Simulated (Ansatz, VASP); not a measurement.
## Si3S2 in VASP and in Ansatz

```
CELL_PARAMETERS angstrom
-4.47638 4.47638 4.47638
4.47638 -4.47638 4.47638
4.47638 4.47638 -4.47638
ATOMIC_POSITIONS crystal
Si 0.00000 0.25172 0.25172
Si 0.00000 0.74828 0.74828
Si 0.25172 0.00000 0.25172
Si 0.74828 0.00000 0.74828
Si 0.25172 0.25172 0.00000
Si 0.74828 0.74828 0.00000
S 0.00000 0.00000 0.00000
S 0.00000 0.50000 0.50000
S 0.50000 0.00000 0.50000
S 0.50000 0.50000 0.00000
```

Alike in both runs: task relaxation of cell and atoms; functional PBE; k mesh 6 × 6 × 6; occupations gaussian, width 0.1 eV; no spin polarisation.

|  | VASP | Ansatz |
| --- | --- | --- |
| version | VASP 6.6.1 | Ansatz 0.2.0 |
| potentials or method | VASP PAW PBE potentials, release 64 (Si, S), cutoff 600 eV | scalar-relativistic, plane waves, PAW |
| valence electrons in the cell | 48 | 48 |

```tsv
	VASP	Ansatz	Ansatz less VASP
gap on the k mesh at the Fermi level, each at its own relaxed structure (eV)	none	none	-
relaxed volume (Å³/atom)	35.36	35.39	+0.029
relaxed length of the cell vector where the two differ most in proportion (Å)	7.716	7.718	+0.0021
```

A gap of «none» marks a metal or a gap that the smearing closes.
